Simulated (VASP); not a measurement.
# Cr (Im-3m) in VASP: a series of runs, part 2 of 2

VASP 6.6.1. The steps go on from the part before.

## Step 3: Single point, PBE

Input file INCAR:

```
SYSTEM = Cr
PREC = Accurate
ENCUT = 520
EDIFF = 1E-7
ISMEAR = -1
SIGMA = 0.6
LREAL = .False.
LASPH = .True.
NELM = 60
ALGO = Normal
ISIF = 2
LWAVE = .False.
LCHARG = .False.
GGA = PE
NBANDS = 12
```

Input file KPOINTS:

```
Automatic mesh
0
Gamma
  15 15 15
  0 0 0
```

Input file POSCAR:

```
Cr
1.0
   -1.4243177237      1.4243177237      1.4243177237
    1.4243177237     -1.4243177237      1.4243177237
    1.4243177237      1.4243177237     -1.4243177237
Cr
1
Direct
    0.0000000000      0.0000000000      0.0000000000
```

Potentials or basis: VASP PAW PBE potentials, release 64 (Cr_pv).

Command:

```console
$ cat potpaw_PBE.64/Cr_pv/POTCAR > POTCAR
$ mpirun -np 1 vasp_std > vasp.out
```

OUTCAR:

```text
SYSTEM = Cr
   PREC = Accurate
   ENCUT = 520
   EDIFF = 1E-7
   ISMEAR = -1
   LREAL = .False.
   LASPH = .True.
   NELM = 60
   ISIF = 2
   GGA = PE

 ion  position               nearest neighbor table
   1  0.000  0.000  0.000-

  LATTYP: Found a body centered cubic cell.
 ALAT       =     2.8486354474

  Lattice vectors:

 A1 = (  -1.4243177237,   1.4243177237,   1.4243177237)
 A2 = (   1.4243177237,  -1.4243177237,   1.4243177237)
 A3 = (   1.4243177237,   1.4243177237,  -1.4243177237)

Analysis of symmetry for initial positions (statically):
[... 528 lines left out ...]
      5       8.7659      1.94910
      6       9.9546      1.68158
      7      12.2740      0.19922
      8      12.9237      0.07222
      9      16.8225      0.00011
     10      18.4219      0.00001
     11      20.9380      0.00000
     12      24.9331      0.00000

 [... further k-points ...]
[... 5 lines left out ...]
  --------------------------------------------------------------------------------------
  -------------------------------------------------------------------------------------
  Total        1.0076406      1.0076406      1.0076406     -0.0000000      0.0000000     -0.0000000
  in kB      139.6804407    139.6804407    139.6804407     -0.0000000      0.0000000     -0.0000000
  external PRESSURE =     139.6804407 kB  Pullay stress =       0.0000000 kB

 VOLUME and BASIS-vectors are now :
 -----------------------------------------------------------------------------
  energy-cutoff  :      520.00
  volume of cell :       11.56
      direct lattice vectors                 reciprocal lattice vectors
    -1.424317724  1.424317724  1.424317724     0.000000000  0.351045270  0.351045270
     1.424317724 -1.424317724  1.424317724     0.351045270  0.000000000  0.351045270
     1.424317724  1.424317724 -1.424317724     0.351045270  0.351045270  0.000000000

 POSITION                                       TOTAL-FORCE (eV/Angst)
 -----------------------------------------------------------------------------------
      0.00000      0.00000      0.00000         0.000000     -0.000000      0.000000
 -----------------------------------------------------------------------------------
    total drift:                                0.000000      0.000000      0.000000

  FREE ENERGIE OF THE ION-ELECTRON SYSTEM (eV)
  ---------------------------------------------------
  free  energy   TOTEN  =       -10.1849860473 eV

  energy  without entropy=       -8.6345293180  energy(sigma->0) =       -9.40975768
```

stdout:

```text
POSCAR found type information on POSCAR Cr
 POSCAR found :  1 types and       1 ions
 scaLAPACK will be used
 LDA part: xc-table for (Slater+PW92), standard interpolation
 POSCAR, INCAR and KPOINTS ok, starting setup
 FFT: planning ... GRIDC
 FFT: planning ... GRID_SOFT
 FFT: planning ... GRID
 WAVECAR not read
 entering main loop
```

Wall time 9.2 s (1 thread of Intel Xeon 6975P-C, shared host); peak memory 0.13 GiB.

Results:

- Free energy: -10.1850 eV
- Pressure: 14.0 GPa
- Band gap on the k mesh: zero (band 6 reaches 13.52 eV, above the bottom of band 7 at 10.25 eV)

Caveat: the run has no spin polarisation, though such a crystal can be magnetic. Spin polarisation is off, so any magnetic state and its effect on volume and gap are missing.

## Step 4: Single point, PBE

Edit INCAR of step 3 so:

```diff
@@ -5,3 +5,3 @@
 ISMEAR = -1
-SIGMA = 0.6
+SIGMA = 1.0
 LREAL = .False.
```

Input file KPOINTS:

```
regular mesh
0
Gamma
  15 15 15
  0 0 0
```

POSCAR is that of step 3.

Command:

```console
$ cat potpaw_PBE.64/Cr_pv/POTCAR > POTCAR
$ mpirun -np 1 vasp_std > vasp.out
```

It took 9.9 s on 1 thread of Intel Xeon 6975P-C, shared host; peak memory 0.13 GiB.

Results (log left out):

```
Free energy            : -11.5689 eV
Pressure               : 36.2 GPa
Band gap on the k mesh : zero (band 6 reaches 13.81 eV, above the bottom of band 7 at 10.49 eV)
```

Levels at points of the mesh, in eV from the Fermi level:
```csv
k point,band 4,band 5,band 6,band 7,band 8,band 9
"(0.00, 0.00, 0.00)",-8.00,-0.64,-0.64,-0.64,1.45,1.45
```

Caveat: the run has no spin polarisation, though such a crystal can be magnetic. Spin polarisation is off, so any magnetic state and its effect on volume and gap are missing.

## Step 5: Single point, PBE

Input file INCAR:

```
SYSTEM = Cr
PREC = Accurate
ENCUT = 520
EDIFF = 1E-7
ISMEAR = 1
SIGMA = 0.01
LREAL = .FALSE.
LASPH = .TRUE.
NELM = 100
ALGO = Normal
ISIF = 2
LWAVE = .FALSE.
LCHARG = .TRUE.
GGA = PE
LELF = .TRUE.
LVHAR = .TRUE.
NBANDS = 12
```

Input file KPOINTS:

```
Automatic mesh
0
G
  15 15 15
  0 0 0
```

POSCAR is that of step 4.

Potentials or basis: VASP PAW PBE potentials, release 64 (Cr_pv).

Command:

```console
$ cat potpaw_PBE.64/Cr_pv/POTCAR > POTCAR
$ mpirun -np 1 vasp_std > vasp.out
```

OUTCAR:

```text
SYSTEM = Cr
   PREC = Accurate
   ENCUT = 520
   EDIFF = 1E-7
   ISMEAR = 1
   LREAL = .FALSE.
   LASPH = .TRUE.
   NELM = 100
   ISIF = 2
   GGA = PE

 ion  position               nearest neighbor table
   1  0.000  0.000  0.000-

  LATTYP: Found a body centered cubic cell.
 ALAT       =     2.8486354474

  Lattice vectors:

 A1 = (  -1.4243177237,   1.4243177237,   1.4243177237)
 A2 = (   1.4243177237,  -1.4243177237,   1.4243177237)
 A3 = (   1.4243177237,   1.4243177237,  -1.4243177237)
[... 538 lines left out ...]
     12      24.8682      0.00000

 [... further k-points ...]

------------------------ aborting loop because EDIFF is reached ----------------------------------------

  FORCE on cell =-STRESS in cart. coord.  units (eV):
  Direction    XX          YY          ZZ          XY          YZ          ZX
  --------------------------------------------------------------------------------------
  -------------------------------------------------------------------------------------
  Total       -0.0674935     -0.0674935     -0.0674935     -0.0000000     -0.0000000      0.0000000
  in kB       -9.3560400     -9.3560400     -9.3560400     -0.0000000     -0.0000000      0.0000000
  external PRESSURE =      -9.3560400 kB  Pullay stress =       0.0000000 kB

 VOLUME and BASIS-vectors are now :
 -----------------------------------------------------------------------------
  energy-cutoff  :      520.00
  volume of cell :       11.56
      direct lattice vectors                 reciprocal lattice vectors
    -1.424317724  1.424317724  1.424317724     0.000000000  0.351045270  0.351045270
     1.424317724 -1.424317724  1.424317724     0.351045270  0.000000000  0.351045270
     1.424317724  1.424317724 -1.424317724     0.351045270  0.351045270  0.000000000

 POSITION                                       TOTAL-FORCE (eV/Angst)
 -----------------------------------------------------------------------------------
      0.00000      0.00000      0.00000         0.000000      0.000000     -0.000000
 -----------------------------------------------------------------------------------
    total drift:                                0.000000      0.000000      0.000000

  FREE ENERGIE OF THE ION-ELECTRON SYSTEM (eV)
  ---------------------------------------------------
  free  energy   TOTEN  =        -9.5086075867 eV

  energy  without entropy=       -9.5085300229  energy(sigma->0) =       -9.50858173
```

OSZICAR:

```text
N       E                     dE             d eps       ncg     rms          rms(c)
DAV:   1     0.792397325393E+02    0.79240E+02   -0.71520E+03  2928   0.120E+03
DAV:   2    -0.996617190495E+01   -0.89206E+02   -0.85854E+02  2952   0.295E+02
DAV:   3    -0.111823897621E+02   -0.12162E+01   -0.12064E+01  3240   0.412E+01
DAV:   4    -0.111887381118E+02   -0.63483E-02   -0.63482E-02  3020   0.296E+00
DAV:   5    -0.111888124204E+02   -0.74309E-04   -0.74308E-04  3156   0.298E-01    0.129E+01
DAV:   6    -0.953495118457E+01    0.16539E+01   -0.43598E+00  3024   0.354E+01    0.201E+00
DAV:   7    -0.951869929490E+01    0.16252E-01   -0.58506E-02  2936   0.335E+00    0.107E+00
DAV:   8    -0.950976072007E+01    0.89386E-02   -0.40752E-03  3204   0.980E-01    0.276E-01
DAV:   9    -0.950871077314E+01    0.10499E-02   -0.14660E-03  2972   0.637E-01    0.950E-02
DAV:  10    -0.950865085499E+01    0.59918E-04   -0.77827E-04  3044   0.441E-01    0.567E-02
DAV:  11    -0.950860762651E+01    0.43228E-04   -0.11910E-04  2984   0.187E-01    0.304E-03
DAV:  12    -0.950860796229E+01   -0.33578E-06   -0.17252E-06  3204   0.193E-02    0.256E-03
DAV:  13    -0.950860754932E+01    0.41298E-06   -0.86670E-08  1896   0.471E-03    0.313E-04
DAV:  14    -0.950860758668E+01   -0.37365E-07   -0.62606E-09  1472   0.108E-03
   1 F= -.95086076E+01 E0= -.95085817E+01  d E =-.775638E-04
```

stdout:

```text
POSCAR found type information on POSCAR Cr
 POSCAR found :  1 types and       1 ions
 scaLAPACK will be used
 LDA part: xc-table for (Slater+PW92), standard interpolation
 POSCAR, INCAR and KPOINTS ok, starting setup
 FFT: planning ... GRIDC
 FFT: planning ... GRID_SOFT
 FFT: planning ... GRID
 WAVECAR not read
 entering main loop
```

Wall time 11 s (1 thread of Intel Xeon 6975P-C, shared host); peak memory 0.13 GiB.

Results:

- Free energy: -9.5086 eV
- Pressure: -0.9 GPa
- Band gap on the k mesh: zero (band 6 reaches 13.30 eV, above the bottom of band 7 at 10.07 eV)

Caveat: the run has no spin polarisation, though such a crystal can be magnetic.

## Step 6: The runs side by side

```csv
smearing,gap on the mesh (eV),pressure (GPa)
fermi-dirac 0.3 eV,none,1.9
fermi-dirac 0.6 eV,none,14.0
fermi-dirac 1 eV,none,36.2
methfessel-paxton 0.01 eV,none,-0.9
```

Alike in all rows: task single point; level PBE; potentials or basis VASP PAW PBE potentials, release 64 (Cr_pv); no spin polarisation; cell as given; k mesh 15 × 15 × 15; cutoff (eV) 520.

Every run on the cell as given and a fine mesh finds a metal.

Caveats: the run has no spin polarisation, though such a crystal can be magnetic.

Absolute energies hang on the potentials; compare differences alone.
